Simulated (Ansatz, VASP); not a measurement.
## InSb3: VASP beside Ansatz

INCAR

```
  PREC = Accurate
  ENCUT = 520
  EDIFF = 1E-6
  ISMEAR = 0
  SIGMA = 0.15
  LREAL = F
  LASPH = T
  NELM = 100
  ALGO = Normal
  ISIF = 2
  LWAVE = F
  LCHARG = F
  GGA = PE
  IVDW = 12
  NBANDS = 22
```

KPOINTS

```
regular mesh
0
Gamma
  12 12 12
```

POSCAR

```
InSb3
1.0
    0.0000000000      3.7279225306      3.7279225306
    3.7279225306      0.0000000000      3.7279225306
    3.7279225306      3.7279225306      0.0000000000
In Sb
1 3
Direct
    0.0528176212      0.0528176212     -0.0528176212
    0.2500000000      0.2500000000      0.2500000000
    0.7500000000      0.7500000000      0.7500000000
    0.5000000000      0.5000000000      0.5000000000
```

Input for Ansatz:

```yaml
crystal:
  lattice:
    - [0.0, 3.7279225306, 3.7279225306]
    - [3.7279225306, 0.0, 3.7279225306]
    - [3.7279225306, 3.7279225306, 0.0]
  atoms:
    - { symbol: In, position: [0.0528176212, 0.0528176212, -0.0528176212] }
    - { symbol: Sb, position: [0.25, 0.25, 0.25] }
    - { symbol: Sb, position: [0.75, 0.75, 0.75] }
    - { symbol: Sb, position: [0.5, 0.5, 0.5] }
basis:
  ecutwfc: 420
kpoints:
  mp_grid: { grid: [12, 12, 12] }
hamiltonian:
  xc: pbe
  dispersion: d3bj
scf:
  occupations: { method: gaussian, width: 0.15 }
output:
  forces: true
  stress: true
  eigenvalues: true
```

Alike in both runs: task single point; functional PBE; dispersion D3(BJ); k mesh 12 × 12 × 12; occupations gaussian, width 0.15 eV; no spin polarisation.

|  | VASP | Ansatz |
| --- | --- | --- |
| version | VASP 6.6.1 | Ansatz 0.2.0 |
| potentials or method | VASP PAW PBE potentials, release 64 (In_d, Sb), cutoff 520 eV | scalar-relativistic, plane waves, PAW |
| valence electrons in the cell | 28 | 58 |

```tsv
	VASP	Ansatz	Ansatz less VASP
gap on the k mesh at the Fermi level (eV)	none	none	-
pressure (GPa)	1.5	1.6	+0.10
traceless stress, the component that is largest in VASP (GPa)	-0.59	-0.59	+0.001
rms of the force components (eV/Å)	0.386	0.386	+0.0001
```

Atom by atom the forces differ by 0.000 eV/Å (rms over components). A gap of «none» marks a metal or a gap that the smearing closes. VASP's potentials hold 28 valence electrons a cell and Ansatz's 58, so a difference there can come from the potentials and not from the codes.

Spin-orbit coupling is off throughout.
